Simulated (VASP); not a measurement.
# Te2Mo (P6_3/mmc) in VASP: a series of runs

Te2Mo is run at these levels: PBE; tasks: single point.

All numbers are computed with VASP 6.6.1; they aren't measurements. Logs are shortened: lines on timing, memory, paths and dates and some standing lists are left out, and cuts for length are marked.

## Step 1: The cell of the first run

The structure is hexagonal, space group P6_3/mmc (No. 194). Conventional cell: a = 3.422 Å, b = 3.422 Å, c = 13.591 Å, α = 90.00°, β = 90.00°, γ = 120.00°. Within 3.5 Å of Te (site symmetry 3m) lie 3 Mo at 2.64 Å and 6 Te at 3.42 Å. Within 3.5 Å of Mo (site symmetry -6m2) lie 6 Te at 2.64 Å and 6 Mo at 3.42 Å.

## Step 2: Single point, PBE

File INCAR:

```
SYSTEM = Te2Mo
ALGO = Normal ; EDIFF = 1E-6
ENCUT = 520 ; GGA = PE
ISIF = 2 ; ISMEAR = -1
LASPH = .TRUE. ; LCHARG = .FALSE.
LREAL = .FALSE. ; LWAVE = .FALSE.
NBANDS = 35 ; NELM = 60
PREC = Accurate ; SIGMA = 0.1
```

File KPOINTS:

```
k-points
0
G
  8 8 2
  0 0 0
```

File POSCAR:

```
Te2Mo
1.0
    3.4217620084      0.0000000000      0.0000000000
   -1.7108810042      2.9633332378      0.0000000000
    0.0000000000      0.0000000000     13.5905672221
Te Mo
4 2
Direct
    0.3333333333      0.6666666667      0.6210000000
    0.6666666667      0.3333333333      0.1210000000
    0.3333333333      0.6666666667      0.8790000000
    0.6666666667      0.3333333333      0.3790000000
    0.3333333333      0.6666666667      0.2500000000
    0.6666666667      0.3333333333      0.7500000000
```

Potentials or basis: VASP PAW PBE potentials, release 64 (Te, Mo_sv).

Command:

```console
> cat potpaw_PBE.64/Te/POTCAR potpaw_PBE.64/Mo_sv/POTCAR > POTCAR
> mpirun -np 1 vasp_std > vasp.out
```

OUTCAR:

```text
SYSTEM = Te2Mo
   EDIFF = 1E-6
   ENCUT = 520
   GGA = PE
   ISIF = 2
   ISMEAR = -1
   LASPH = .TRUE.
   LREAL = .FALSE.
   NELM = 60
   PREC = Accurate

 ion  position               nearest neighbor table
   1  0.333  0.667  0.621-   6 2.64   6 2.64   6 2.64   3 3.51
   2  0.667  0.333  0.121-   5 2.64   5 2.64   5 2.64   4 3.51
   3  0.333  0.667  0.879-   6 2.64   6 2.64   6 2.64   1 3.51
   4  0.667  0.333  0.379-   5 2.64   5 2.64   5 2.64   2 3.51
   5  0.333  0.667  0.250-   2 2.64   4 2.64   2 2.64   4 2.64   2 2.64   4 2.64
   6  0.667  0.333  0.750-   1 2.64   3 2.64   1 2.64   3 2.64   1 2.64   3 2.64

  LATTYP: Found a hexagonal cell.
 ALAT       =     3.4217620084
 C/A-ratio  =     3.9718037633

  Lattice vectors:

 A1 = (   3.4217620084,   0.0000000000,   0.0000000000)
 A2 = (  -1.7108810042,   2.9633332378,   0.0000000000)
 A3 = (   0.0000000000,   0.0000000000,  13.5905672221)

Analysis of symmetry for initial positions (statically):
=====================================================================
 Subroutine PRICEL returns:
 Original cell was already a primitive cell.

 Routine SETGRP: Setting up the symmetry group for a
 hexagonal supercell.

 Subroutine GETGRP returns: Found 24 space group operations
 (whereof 12 operations were pure point group operations)
 out of a pool of 24 trial point group operations.

The static configuration has the point symmetry D_3d.
 The point group associated with its full space group is D_6h.

Analysis of symmetry for dynamics (positions and initial velocities):
=====================================================================
 Subroutine PRICEL returns:
 Original cell was already a primitive cell.

 Routine SETGRP: Setting up the symmetry group for a
 hexagonal supercell.

 Subroutine GETGRP returns: Found 24 space group operations
 (whereof 12 operations were pure point group operations)
 out of a pool of 24 trial point group operations.

The dynamic configuration has the point symmetry D_3d.
 The point group associated with its full space group is D_6h.

 Subroutine INISYM returns: Found 24 space group operations
 (whereof 12 operations are pure point group operations),
 and found     1 'primitive' translations

----------------------------------------------------------------------------------------

                                     Primitive cell

  volume of cell :     137.8059

  direct lattice vectors                    reciprocal lattice vectors
     3.421762008  0.000000000  0.000000000     0.292247093  0.168728914  0.000000000
    -1.710881004  2.963333238  0.000000000     0.000000000  0.337457829  0.000000000
     0.000000000  0.000000000 13.590567222     0.000000000  0.000000000  0.073580446

  length of vectors
     3.421762008  3.421762366 13.590567222     0.337457864  0.337457829  0.073580446

  position of ions in fractional coordinates (direct lattice)
     0.333333333  0.666666667  0.621000000
     0.666666667  0.333333333  0.121000000
     0.333333333  0.666666667  0.879000000
     0.666666667  0.333333333  0.379000000
     0.333333333  0.666666667  0.250000000
     0.666666667  0.333333333  0.750000000

  ion indices of the primitive-cell ions
   primitive index   ion index
                 1           1
                 2           2
                 3           3
                 4           4
                 5           5
                 6           6

----------------------------------------------------------------------------------------

 KPOINTS: k-points

Automatic generation of k-mesh.
 Grid dimensions read from file:
 generate k-points for:    8    8    2

 Generating k-lattice:

  Cartesian coordinates                     Fractional coordinates (reciprocal lattice)
     0.036530887  0.021091114  0.000000000     0.125000000 -0.000000000  0.000000000
     0.000000000  0.042182229  0.000000000     0.000000000  0.125000000  0.000000000
     0.000000000  0.000000000  0.036790223     0.000000000  0.000000000  0.500000000

  Length of vectors
     0.042182233  0.042182229  0.036790223

  Shift w.r.t. Gamma in fractional coordinates (k-lattice)
     0.000000000  0.000000000  0.000000000

 Subroutine IBZKPT returns following result:
 ===========================================

 Found     20 irreducible k-points:

 Following reciprocal coordinates:
            Coordinates               Weight
  0.000000  0.000000  0.000000      1.000000
  0.125000 -0.000000  0.000000      6.000000
  0.250000 -0.000000  0.000000      6.000000
  0.375000 -0.000000  0.000000      6.000000
  0.500000 -0.000000  0.000000      3.000000
  0.125000  0.125000  0.000000      6.000000
[... 12 lines left out ...]
  0.250000  0.250000  0.500000      6.000000
  0.375000  0.250000  0.500000      6.000000
   k-points           NKPTS =     20   k-points in BZ     NKDIM =     20   number of bands    NBANDS=     35
   number of dos      NEDOS =    301   number of ions     NIONS =      6
   total plane-waves  NPLWV =  84672
   dimension x,y,z NGX =    28 NGY =   28 NGZ =  108
   dimension x,y,z NGXF=    56 NGYF=   56 NGZF=  216
   ions per type =               4   2
   NGX,Y,Z   is equivalent  to a cutoff of  13.60, 13.60, 13.21 a.u.
   NGXF,Y,Z  is equivalent  to a cutoff of  27.21, 27.21, 26.42 a.u.
 SYSTEM =  Te2Mo
   PREC   = accura    normal or accurate (medium, high low for compatibility)
   ISTART =      0    job   : 0-new  1-cont  2-samecut
   ICHARG =      2    charge: 1-file 2-atom 10-const
   ISPIN  =      1    spin polarized calculation?
   LNONCOLLINEAR =      F non collinear calculations
   LSORBIT =      F    spin-orbit coupling
   LASPH  =      T    aspherical Exc in radial PAW
   ENCUT  =  520.0 eV  38.22 Ry    6.18 a.u.   6.36  6.36 25.27*2*pi/ulx,y,z
   NELM   =     60;   NELMIN=  2; NELMDL= -5     # of ELM steps
   EDIFF  = 0.1E-05   stopping-criterion for ELM
   LREAL  =      F    real-space projection
[... 7 lines left out ...]
   TEBEG  =    0.0;   TEEND  =   0.0 temperature during run
   PSTRESS=    0.0 pullay stress
   NELECT =      52.0000    total number of electrons
   NUPDOWN=      -1.0000    fix difference up-down
   EMIN   =  10.00;   EMAX   =-10.00  energy-range for DOS
   EFERMI =   0.00;   METHOD = LEGACY
   ISMEAR =    -1;   SIGMA  =   0.10  broadening in eV -4-tet -1-fermi 0-gaus
   EFERMI_NEDOS =   21; number of points for ismear=-14 and -15
   IALGO  =     38    algorithm
   IMIX   =      4    mixing-type and parameters
     AMIX     =   0.40;   BMIX     =  1.00
     AMIX_MAG =   1.60;   BMIX_MAG =  1.00
  volume/ion in A,a.u.               =      22.97       154.99
  Fermi-wavevector in a.u.,A,eV,Ry     =   1.183005  2.235556 19.041371  1.399501
  Thomas-Fermi vector in A             =   2.319248
   LORBIT       =      0    0 simple, 1 ext, 2 COOP (PROOUT), +10 PAW based schemes
   GGA     = PE    functional components
   LHFCALC =     F    Hartree Fock is set to
   AEXX    =    0.0000 exact exchange contribution
   IVDW    =     0    specifies the selected vdW correction
   LEPSILON=     F    determine dielectric tensor
   LRPA    =     F    only Hartree local field effects (RPA)
 non-spin polarized calculation
  energy-cutoff  :      520.00
  volume of cell :      137.81
 maximum number of plane-waves:      3747
 NGX is ok and might be reduce to    28
   NGX = 13   NGY = 13   NGZ = 51

 number of electron      52.0000004 magnetization

 Free energy of the ion-electron system (eV)
  ---------------------------------------------------
  ext. energy  EPLUGINS =         0.00000000
  ---------------------------------------------------
  free energy    TOTEN  =       -35.39498875 eV

  energy without entropy =      -35.39004895  energy(sigma->0) =      -35.39251885

 E-fermi :   9.6989     XC(G=0): -10.8436

 val. band max:        9.3326109522   @ k =   0.0000   0.0000   0.0000
 cond. band min:      10.1000673382   @ k =   0.2500   0.1250   0.0000
 fundamental gap:      0.7674563859
 Fermi energy:         9.6989411822

 k-point     1 :       0.0000    0.0000    0.0000
  band No.  band energies     occupation
      1     -51.4418      2.00000
      2     -51.4418      2.00000
      3     -25.6874      2.00000
      4     -25.6873      2.00000
      5     -25.4999      2.00000
      6     -25.4999      2.00000
[... 27 lines left out ...]
     34      13.1548      0.00000
     35      15.5524      0.00000

 k-point     2 :       0.1250   -0.0000    0.0000
  band No.  band energies     occupation
      1     -51.4396      2.00000
      2     -51.4396      2.00000
      3     -25.6808      2.00000
      4     -25.6808      2.00000
      5     -25.5276      2.00000
      6     -25.5276      2.00000
[... 27 lines left out ...]
     34      12.9492      0.00000
     35      16.1459      0.00000

 k-point     3 :       0.2500   -0.0000    0.0000
  band No.  band energies     occupation
      1     -51.4342      2.00000
      2     -51.4342      2.00000
      3     -25.6651      2.00000
      4     -25.6651      2.00000
      5     -25.5937      2.00000
      6     -25.5937      2.00000
[... 27 lines left out ...]
     34      13.3484      0.00000
     35      15.7564      0.00000
[... 571 lines left out ...]
 k-point    19 :       0.2500    0.2500    0.5000
  band No.  band energies     occupation
      1     -51.4265      2.00000
      2     -51.4265      2.00000
      3     -25.6518      2.00000
      4     -25.6518      2.00000
      5     -25.6428      2.00000
      6     -25.6428      2.00000
[... 27 lines left out ...]
     34      13.3233      0.00000
     35      14.9665      0.00000

 k-point    20 :       0.3750    0.2500    0.5000
  band No.  band energies     occupation
      1     -51.4249      2.00000
      2     -51.4249      2.00000
      3     -25.6545      2.00000
      4     -25.6545      2.00000
      5     -25.6382      2.00000
      6     -25.6382      2.00000
[... 27 lines left out ...]
     34      13.2317      0.00000
     35      14.5383      0.00000

------------------------ aborting loop because EDIFF is reached ----------------------------------------

  FORCE on cell =-STRESS in cart. coord.  units (eV):
  Direction    XX          YY          ZZ          XY          YZ          ZX
  --------------------------------------------------------------------------------------
  -------------------------------------------------------------------------------------
  Total       10.7695098     10.7695128     13.5917935      0.0000000      0.0000000      0.0000000
  in kB      125.2098929    125.2099278    158.0226993      0.0000000      0.0000000      0.0000000
  external PRESSURE =     136.1475067 kB  Pullay stress =       0.0000000 kB

 VOLUME and BASIS-vectors are now :
 -----------------------------------------------------------------------------
  energy-cutoff  :      520.00
  volume of cell :      137.81
      direct lattice vectors                 reciprocal lattice vectors
     3.421762008  0.000000000  0.000000000     0.292247093  0.168728914  0.000000000
    -1.710881004  2.963333238  0.000000000     0.000000000  0.337457829  0.000000000
     0.000000000  0.000000000 13.590567222     0.000000000  0.000000000  0.073580446

 POSITION                                       TOTAL-FORCE (eV/Angst)
 -----------------------------------------------------------------------------------
     -0.00000      1.97556      8.43974        -0.000000     -0.000000     -1.507970
      1.71088      0.98778      1.64446        -0.000000     -0.000000     -1.507970
     -0.00000      1.97556     11.94611        -0.000000     -0.000000      1.507970
      1.71088      0.98778      5.15082        -0.000000      0.000000      1.507970
     -0.00000      1.97556      3.39764         0.000000     -0.000000      0.000000
      1.71088      0.98778     10.19293        -0.000000      0.000000      0.000000
 -----------------------------------------------------------------------------------
    total drift:                               -0.000000      0.000000     -0.000000

  FREE ENERGIE OF THE ION-ELECTRON SYSTEM (eV)
  ---------------------------------------------------
  free  energy   TOTEN  =       -35.3949887535 eV

  energy  without entropy=      -35.3900489504  energy(sigma->0) =      -35.39251885
```

It took 1.7 min on 1 thread of Intel Xeon Platinum 8488C (Sapphire Rapids), shared host; peak memory 0.31 GiB.

Results:

| Property | Result |
| --- | --- |
| Free energy | -35.3950 eV |
| Pressure | 13.6 GPa |
| Largest force | 1.508 eV/Å |
| Band gap on the k mesh | 0.77 eV, indirect (least direct gap 1.35 eV) |

Forces in eV/Å, atoms in the order of the input:
```
Te   0.000  0.000 -1.508
Te   0.000  0.000 -1.508
Te   0.000  0.000  1.508
Te   0.000  0.000  1.508
Mo   0.000  0.000  0.000
Mo   0.000  0.000  0.000
```

Stress tensor (GPa, compression positive):
```
12.52  0.00  0.00
 0.00 12.52  0.00
 0.00  0.00 15.80
```

Levels at points of the mesh, in eV from the valence-band top:
```tsv
k point	band 22	band 23	band 24	band 25	band 26	band 27	band 28	band 29	band 30	band 31
(0.00, 0.00, 0.00)	-1.21	-1.17	-1.17	-0.27	0.00	3.20	3.20	3.35	3.35	3.51
(0.50, 0.00, 0.00)	-1.95	-1.21	-1.17	-0.62	-0.29	1.33	1.40	1.52	1.92	2.81
(0.00, 0.00, 0.50)	-1.19	-1.19	-1.19	-0.08	-0.08	3.24	3.24	3.24	3.24	3.69
(0.50, 0.00, 0.50)	-2.09	-1.16	-1.16	-0.46	-0.46	1.36	1.36	1.74	1.74	3.26
```

Caveat: spin-orbit coupling is left out, which moves the levels of the heavy elements; this functional lacks dispersion, which binds the layers, so the pressure and a relaxed spacing across them are unreliable; forces of over 1 eV/Å act on the atoms, so gaps and moduli don't describe the material at rest. A k mesh can miss the band edges.

[end of part 1 of 2]
